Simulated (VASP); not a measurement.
# Fe (Im-3m) in VASP: further runs

Fe is run at these levels: PBE; tasks: single point.

Everything below comes from runs of VASP 6.6.1. Logs are shortened: lines on timing, memory, paths and dates and some standing lists are left out, and cuts for length are marked.

## (1) The cell of the first run

Symmetry: Im-3m, No. 229, cubic system. The conventional cell has a = 2.859 Å, b = 2.859 Å, c = 2.859 Å, α = 90.00°, β = 90.00°, γ = 90.00°. Within 3.3 Å of Fe (site symmetry m-3m) lie 14 Fe at 2.48 to 2.86 Å.

## (2) Single point, PBE, collinear spin, ferromagnetic start

File INCAR:

```
ALGO = Normal
EDIFF = 1E-6
ENCUT = 520
GGA = PE
ISIF = 2
ISMEAR = -1
ISPIN = 2
LASPH = True
LCHARG = True
LELF = True
LMAXMIX = 4
LORBIT = 11
LREAL = False
LVHAR = True
LWAVE = False
MAGMOM = 2.5
NBANDS = 14
NELM = 150
PREC = Accurate
SIGMA = 0.06122561905347299
```

File KPOINTS:

```
k-points
0
Gamma
  16 16 16
```

File POSCAR:

```
Fe
1.0
   -1.4295152970      1.4295152970      1.4295152970
    1.4295152970     -1.4295152970      1.4295152970
    1.4295152970      1.4295152970     -1.4295152970
Fe
1
Direct
    0.0000000000      0.0000000000      0.0000000000
```

Potentials or basis: VASP PAW PBE potentials, release 64 (Fe).

The run is started by

```
> cat potpaw_PBE.64/Fe/POTCAR > POTCAR
> mpirun -np 1 vasp_std > vasp.out
```

OUTCAR:

```text
EDIFF = 1E-6
   ENCUT = 520
   GGA = PE
   ISIF = 2
   ISMEAR = -1
   ISPIN = 2
   LASPH = True
   LORBIT = 11
   LREAL = False
   NELM = 150
   PREC = Accurate

 ion  position               nearest neighbor table
   1  0.000  0.000  0.000-

  LATTYP: Found a body centered cubic cell.
 ALAT       =     2.8590305940

  Lattice vectors:

 A1 = (  -1.4295152970,   1.4295152970,   1.4295152970)
 A2 = (   1.4295152970,  -1.4295152970,   1.4295152970)
 A3 = (   1.4295152970,   1.4295152970,  -1.4295152970)

Analysis of symmetry for initial positions (statically):
=====================================================================
 Subroutine PRICEL returns:
 Original cell was already a primitive cell.

 Routine SETGRP: Setting up the symmetry group for a
 body centered cubic supercell.

 Subroutine GETGRP returns: Found 48 space group operations
 (whereof 48 operations were pure point group operations)
 out of a pool of 48 trial point group operations.

The static configuration has the point symmetry O_h .

Analysis of symmetry for dynamics (positions and initial velocities):
=====================================================================
 Subroutine PRICEL returns:
 Original cell was already a primitive cell.

 Routine SETGRP: Setting up the symmetry group for a
 body centered cubic supercell.

 Subroutine GETGRP returns: Found 48 space group operations
 (whereof 48 operations were pure point group operations)
 out of a pool of 48 trial point group operations.

The dynamic configuration has the point symmetry O_h .

Analysis of structural, dynamic, and magnetic symmetry:
=====================================================================
 Subroutine PRICEL returns:
 Original cell was already a primitive cell.

 Routine SETGRP: Setting up the symmetry group for a
 body centered cubic supercell.

 Subroutine GETGRP returns: Found 48 space group operations
 (whereof 48 operations were pure point group operations)
 out of a pool of 48 trial point group operations.

The overall configuration has the point symmetry O_h .

 Subroutine INISYM returns: Found 48 space group operations
 (whereof 48 operations are pure point group operations),
 and found     1 'primitive' translations

----------------------------------------------------------------------------------------

                                     Primitive cell

  volume of cell :      11.6849

  direct lattice vectors                    reciprocal lattice vectors
    -1.429515297  1.429515297  1.429515297     0.000000000  0.349768905  0.349768905
     1.429515297 -1.429515297  1.429515297     0.349768905  0.000000000  0.349768905
     1.429515297  1.429515297 -1.429515297     0.349768905  0.349768905  0.000000000

[... 116 lines left out ...]
   NGX =  9   NGY =  9   NGZ =  9

 number of electron       8.0000001 magnetization       2.2544375

 Free energy of the ion-electron system (eV)
  ---------------------------------------------------
  ext. energy  EPLUGINS =         0.00000000
  ---------------------------------------------------
  free energy    TOTEN  =        -8.24220169 eV

  energy without entropy =       -8.22974996  energy(sigma->0) =       -8.23597583

 E-fermi :   5.5257     XC(G=0): -12.9565

 val. band max:        5.5158139089   @ k =   0.2500   0.1250   0.0000
 cond. band min:       5.5338686355   @ k =  -0.4375   0.4375   0.3125
 fundamental gap:      0.0180547266
 Fermi energy:         5.5257481324

 spin component 1

 k-point     1 :       0.0000    0.0000    0.0000
  band No.  band energies     occupation
      1      -2.7297      1.00000
      2       3.2748      1.00000
      3       3.2748      1.00000
      4       3.2748      1.00000
      5       4.4413      1.00000
      6       4.4413      1.00000
      7      30.2851      0.00000
      8      30.2851      0.00000
      9      30.2851      0.00000
     10      35.1916      0.00000
     11      35.1916      0.00000
     12      37.3299      0.00000
     13      37.3299      0.00000
     14      37.3299      0.00000
[... 379 lines left out ...]
      3       2.9023      1.00000
      4       4.3126      1.00000
      5       4.7565      1.00000
      6       6.4880      0.00000
      7      17.4589      0.00000
      8      19.5154      0.00000
      9      25.4504      0.00000
     10      31.1042      0.00000
     11      34.8588      0.00000
     12      38.8429      0.00000
     13      42.6580      0.00000
     14      44.9435      0.00000

 [... further k-points ...]

 spin component 2

 k-point     1 :       0.0000    0.0000    0.0000
  band No.  band energies     occupation
      1      -2.5662      1.00000
      2       5.2576      0.98762
      3       5.2578      0.98759
      4       5.2578      0.98759
      5       7.2346      0.00000
      6       7.2348      0.00000
      7      30.0180      0.00000
      8      30.0180      0.00000
      9      30.0180      0.00000
     10      35.3693      0.00000
     11      35.3693      0.00000
     12      38.0020      0.00000
     13      38.0020      0.00000
     14      38.0021      0.00000
[... 379 lines left out ...]
      3       4.4754      1.00000
      4       6.8521      0.00000
      5       7.4702      0.00000
      6       8.4241      0.00000
      7      18.2761      0.00000
      8      20.1625      0.00000
      9      25.9653      0.00000
     10      31.2604      0.00000
     11      35.1906      0.00000
     12      39.2562      0.00000
     13      43.0051      0.00000
     14      45.5510      0.00000

 [... further k-points ...]
[... 5 lines left out ...]
  --------------------------------------------------------------------------------------
  -------------------------------------------------------------------------------------
  Total       -0.3376256     -0.3376256     -0.3376256      0.0000000      0.0000000     -0.0000000
  in kB      -46.2934530    -46.2934530    -46.2934530      0.0000000      0.0000000     -0.0000000
  external PRESSURE =     -46.2934530 kB  Pullay stress =       0.0000000 kB

 VOLUME and BASIS-vectors are now :
 -----------------------------------------------------------------------------
  energy-cutoff  :      520.00
  volume of cell :       11.68
      direct lattice vectors                 reciprocal lattice vectors
    -1.429515297  1.429515297  1.429515297     0.000000000  0.349768905  0.349768905
     1.429515297 -1.429515297  1.429515297     0.349768905  0.000000000  0.349768905
     1.429515297  1.429515297 -1.429515297     0.349768905  0.349768905  0.000000000

 POSITION                                       TOTAL-FORCE (eV/Angst)
 -----------------------------------------------------------------------------------
      0.00000      0.00000      0.00000         0.000000     -0.000000     -0.000000
 -----------------------------------------------------------------------------------
    total drift:                                0.000000      0.000000      0.000000

  FREE ENERGIE OF THE ION-ELECTRON SYSTEM (eV)
  ---------------------------------------------------
  free  energy   TOTEN  =        -8.2422016901 eV

  energy  without entropy=       -8.2297499607  energy(sigma->0) =       -8.23597583

 total charge

# of ion       s       p       d       tot
------------------------------------------
    1        0.475   0.516   6.220   7.211

 magnetization (x)

# of ion       s       p       d       tot
------------------------------------------
    1       -0.014  -0.055   2.324   2.255
```

stdout:

```text
POSCAR found type information on POSCAR Fe
 POSCAR found :  1 types and       1 ions
 scaLAPACK will be used
 LDA part: xc-table for (Slater+PW92), standard interpolation
 POSCAR, INCAR and KPOINTS ok, starting setup
 FFT: planning ... GRIDC
 FFT: planning ... GRID_SOFT
 FFT: planning ... GRID
 WAVECAR not read
 entering main loop
```

Wall time 28 s (1 thread of Intel Xeon Platinum 8488C (Sapphire Rapids), shared host); peak memory 0.15 GiB.

What came out:

* Free energy: -8.2422 eV
* Pressure: -4.6 GPa
* Net moment: 2.25 μB per cell
* Site moments: Fe +2.25 μB
* Valence electrons inside the program's atomic spheres: Fe 7.21

Levels at points of the mesh, in eV from the Fermi level:
Spin up:
```tsv
k point	band 1	band 2	band 3	band 4	band 5	band 6	band 7	band 8	band 9	band 10
(0.00, 0.00, 0.00)	-8.26	-2.25	-2.25	-2.25	-1.08	-1.08	24.76	24.76	24.76	29.67
(0.50, 0.00, 0.00)	-4.77	-3.28	-1.02	-0.91	0.32	0.54	7.11	18.14	19.79	23.08
(0.50, 0.50, 0.50)	-4.67	-4.67	0.07	0.07	0.07	9.75	9.75	9.75	15.37	15.37
```
Spin down:
| k point | band 1 | band 2 | band 3 | band 4 | band 5 | band 6 |
| --- | --- | --- | --- | --- | --- | --- |
| (0.00, 0.00, 0.00) | -8.09 | -0.27 | -0.27 | -0.27 | 1.71 | 1.71 |
| (0.50, 0.00, 0.00) | -3.45 | -1.51 | 0.64 | 1.57 | 1.95 | 2.62 |
| (0.50, 0.50, 0.50) | -2.82 | -2.82 | 2.33 | 2.33 | 2.33 | 10.02 |

## (3) Single point, PBE, collinear spin, ferromagnetic start

File INCAR:

```
SYSTEM = Fe
PREC     = Accurate       ! precision mode
ENCUT    = 520            ! plane-wave cutoff, eV
EDIFF    = 1E-6           ! SCF threshold, eV
ISMEAR   = -1             ! smearing method
SIGMA    = 0.06122561905347299 ! smearing width, eV
LREAL    = .False.        ! projectors in reciprocal space
LASPH    = .True.         ! aspherical terms in the spheres
NELM     = 150            ! most SCF steps
ALGO     = Normal         ! electronic algorithm
ISIF     = 2              ! what is computed and relaxed
LWAVE    = .False.        ! write WAVECAR
LCHARG   = .False.        ! write CHGCAR
ISPIN    = 2              ! spin polarisation
MAGMOM   = 2.5            ! initial moments
LORBIT   = 11             ! projections on sites
LMAXMIX  = 4              ! l up to which the mixer works
GGA      = PE             ! functional
NBANDS   = 14             ! bands
```

File KPOINTS:

```
regular mesh
0
Gamma
  24 24 24
  0 0 0
```

POSCAR is that of step 2.

Potentials or basis: VASP PAW PBE potentials, release 64 (Fe).

The run is started by

```
> cat potpaw_PBE.64/Fe/POTCAR > POTCAR
> mpirun -np 1 vasp_std > vasp.out
```

OUTCAR:

```text
SYSTEM = Fe
   PREC = Accurate
   ENCUT = 520
   EDIFF = 1E-6
   ISMEAR = -1
   LREAL = .False.
   LASPH = .True.
   NELM = 150
   ISIF = 2
   ISPIN = 2
   LORBIT = 11
   GGA = PE

 ion  position               nearest neighbor table
   1  0.000  0.000  0.000-

  LATTYP: Found a body centered cubic cell.
 ALAT       =     2.8590305940

  Lattice vectors:

 A1 = (  -1.4295152970,   1.4295152970,   1.4295152970)
 A2 = (   1.4295152970,  -1.4295152970,   1.4295152970)
 A3 = (   1.4295152970,   1.4295152970,  -1.4295152970)

Analysis of symmetry for initial positions (statically):
=====================================================================
 Subroutine PRICEL returns:
 Original cell was already a primitive cell.

 Routine SETGRP: Setting up the symmetry group for a
 body centered cubic supercell.

 Subroutine GETGRP returns: Found 48 space group operations
 (whereof 48 operations were pure point group operations)
 out of a pool of 48 trial point group operations.

The static configuration has the point symmetry O_h .

Analysis of symmetry for dynamics (positions and initial velocities):
=====================================================================
 Subroutine PRICEL returns:
 Original cell was already a primitive cell.

 Routine SETGRP: Setting up the symmetry group for a
 body centered cubic supercell.

 Subroutine GETGRP returns: Found 48 space group operations
 (whereof 48 operations were pure point group operations)
 out of a pool of 48 trial point group operations.

The dynamic configuration has the point symmetry O_h .

Analysis of structural, dynamic, and magnetic symmetry:
=====================================================================
 Subroutine PRICEL returns:
 Original cell was already a primitive cell.

 Routine SETGRP: Setting up the symmetry group for a
 body centered cubic supercell.

 Subroutine GETGRP returns: Found 48 space group operations
 (whereof 48 operations were pure point group operations)
 out of a pool of 48 trial point group operations.

The overall configuration has the point symmetry O_h .

 Subroutine INISYM returns: Found 48 space group operations
[... 151 lines left out ...]
 k-point     1 :       0.0000    0.0000    0.0000
  band No.  band energies     occupation
      1      -2.7287      1.00000
      2       3.2835      1.00000
      3       3.2835      1.00000
      4       3.2835      1.00000
      5       4.4429      1.00000
      6       4.4429      1.00000
      7      30.2856      0.00000
      8      30.2856      0.00000
      9      30.2856      0.00000
     10      35.1899      0.00000
     11      35.1899      0.00000
     12      37.3340      0.00000
     13      37.3340      0.00000
     14      37.3340      0.00000
[... 379 lines left out ...]
      3       4.4864      1.00000
      4       4.5418      1.00000
      5       5.4903      0.63559
      6       6.4793      0.00000
      7      12.7582      0.00000
      8      23.3736      0.00000
      9      25.0186      0.00000
     10      29.0009      0.00000
     11      32.6439      0.00000
     12      39.2169      0.00000
     13      43.6462      0.00000
     14      45.2490      0.00000

 [... further k-points ...]

 spin component 2

 k-point     1 :       0.0000    0.0000    0.0000
  band No.  band energies     occupation
      1      -2.5679      1.00000
      2       5.2429      0.99001
      3       5.2431      0.98999
      4       5.2431      0.98999
      5       7.2277      0.00000
      6       7.2279      0.00000
      7      30.0182      0.00000
      8      30.0182      0.00000
      9      30.0182      0.00000
     10      35.3709      0.00000
     11      35.3709      0.00000
     12      37.9942      0.00000
     13      37.9942      0.00000
     14      38.0196      0.00000
[... 379 lines left out ...]
      3       5.9648      0.00075
      4       7.0756      0.00000
      5       7.5334      0.00000
      6       8.2428      0.00000
      7      14.1189      0.00000
      8      23.4853      0.00000
      9      25.5805      0.00000
     10      29.4540      0.00000
     11      33.3058      0.00000
     12      39.2557      0.00000
     13      43.9015      0.00000
     14      45.9064      0.00000

 [... further k-points ...]
[... 5 lines left out ...]
  --------------------------------------------------------------------------------------
  -------------------------------------------------------------------------------------
  Total       -0.3914947     -0.3914947     -0.3914947      0.0000000      0.0000000      0.0000000
  in kB      -53.6796926    -53.6796926    -53.6796926      0.0000000      0.0000000      0.0000000
  external PRESSURE =     -53.6796926 kB  Pullay stress =       0.0000000 kB

 VOLUME and BASIS-vectors are now :
 -----------------------------------------------------------------------------
  energy-cutoff  :      520.00
  volume of cell :       11.68
      direct lattice vectors                 reciprocal lattice vectors
    -1.429515297  1.429515297  1.429515297     0.000000000  0.349768905  0.349768905
     1.429515297 -1.429515297  1.429515297     0.349768905  0.000000000  0.349768905
     1.429515297  1.429515297 -1.429515297     0.349768905  0.349768905  0.000000000

 POSITION                                       TOTAL-FORCE (eV/Angst)
 -----------------------------------------------------------------------------------
      0.00000      0.00000      0.00000        -0.000000     -0.000000     -0.000000
 -----------------------------------------------------------------------------------
    total drift:                                0.000000      0.000000      0.000000

  FREE ENERGIE OF THE ION-ELECTRON SYSTEM (eV)
  ---------------------------------------------------
  free  energy   TOTEN  =        -8.2427382955 eV

  energy  without entropy=       -8.2300719166  energy(sigma->0) =       -8.23640511

 total charge

# of ion       s       p       d       tot
------------------------------------------
    1        0.475   0.516   6.220   7.211

 magnetization (x)

# of ion       s       p       d       tot
------------------------------------------
    1       -0.014  -0.055   2.307   2.238
```

Run time: 76 s. Hardware: 1 thread of Intel Xeon Platinum 8488C (Sapphire Rapids), shared host; peak memory 0.21 GiB.

Results:

| Item | Value |
| --- | --- |
| Free energy | -8.2427 eV |
| Pressure | -5.4 GPa |
| Net moment | 2.24 μB per cell |
| Site moments | Fe +2.24 μB |
| Valence electrons inside the program's atomic spheres | Fe 7.21 |

Levels at points of the mesh, in eV from the Fermi level:
Spin up:
```tsv
k point	band 1	band 2	band 3	band 4	band 5	band 6	band 7	band 8	band 9	band 10
(0.00, 0.00, 0.00)	-8.25	-2.24	-2.24	-2.24	-1.08	-1.08	24.76	24.76	24.76	29.67
(0.50, 0.00, 0.00)	-4.76	-3.27	-1.02	-0.90	0.33	0.54	7.12	18.14	19.80	23.09
(0.50, 0.50, 0.50)	-4.67	-4.67	0.08	0.08	0.08	9.75	9.75	9.75	15.37	15.37
```
Spin down:
```csv
k point,band 1,band 2,band 3,band 4,band 5,band 6
"(0.00, 0.00, 0.00)",-8.09,-0.28,-0.28,-0.28,1.70,1.70
"(0.50, 0.00, 0.00)",-3.46,-1.52,0.64,1.56,1.95,2.60
"(0.50, 0.50, 0.50)",-2.82,-2.82,2.31,2.31,2.31,10.02
```

## (4) Single point, PBE, collinear spin, ferromagnetic start

File INCAR:

```
PREC = Accurate ; ENCUT = 520
EDIFF = 1E-6 ; ISMEAR = -1
SIGMA = 0.06122561905347299 ; LREAL = False
LASPH = True ; NELM = 150
ALGO = Normal ; ISIF = 2
LWAVE = False ; LCHARG = False
ISPIN = 2 ; MAGMOM = 2.5
LORBIT = 11 ; LMAXMIX = 4
GGA = PE ; NBANDS = 14
```

File KPOINTS:

```
Automatic mesh
0
Gamma
  24 24 24
```

POSCAR is that of step 3.

The run is started by

```
> cat potpaw_PBE.64/Fe/POTCAR > POTCAR
> mpirun -np 1 vasp_std > vasp.out
```

Run time: 68 s. Hardware: 1 thread of Intel Xeon Platinum 8488C (Sapphire Rapids), shared host; peak memory 0.21 GiB.

It converged, with:

| Item | Value |
| --- | --- |
| Free energy | -8.2427 eV |
| Pressure | -5.4 GPa |
| Net moment | 2.24 μB per cell |
| Site moments | Fe +2.24 μB |
| Valence electrons inside the program's atomic spheres | Fe 7.21 |

Levels at points of the mesh, in eV from the Fermi level:
Spin up:
```
           k point  band 2  band 3  band 4  band 5  band 6  band 7  band 8  band 9
(0.00, 0.00, 0.00)   -2.24   -2.24   -2.24   -1.08   -1.08   24.76   24.76   24.76
(0.50, 0.00, 0.00)   -3.27   -1.02   -0.90    0.33    0.54    7.12   18.14   19.80
(0.50, 0.50, 0.50)   -4.67    0.08    0.08    0.08    9.75    9.75    9.75   15.37
```
Spin down:
| k point | band 1 | band 2 | band 3 | band 4 | band 5 | band 6 | band 7 | band 8 |
| --- | --- | --- | --- | --- | --- | --- | --- | --- |
| (0.00, 0.00, 0.00) | -8.09 | -0.28 | -0.28 | -0.28 | 1.70 | 1.70 | 24.49 | 24.49 |
| (0.50, 0.00, 0.00) | -3.46 | -1.52 | 0.64 | 1.56 | 1.95 | 2.60 | 8.50 | 18.18 |
| (0.50, 0.50, 0.50) | -2.82 | -2.82 | 2.31 | 2.31 | 2.31 | 10.02 | 10.02 | 10.02 |
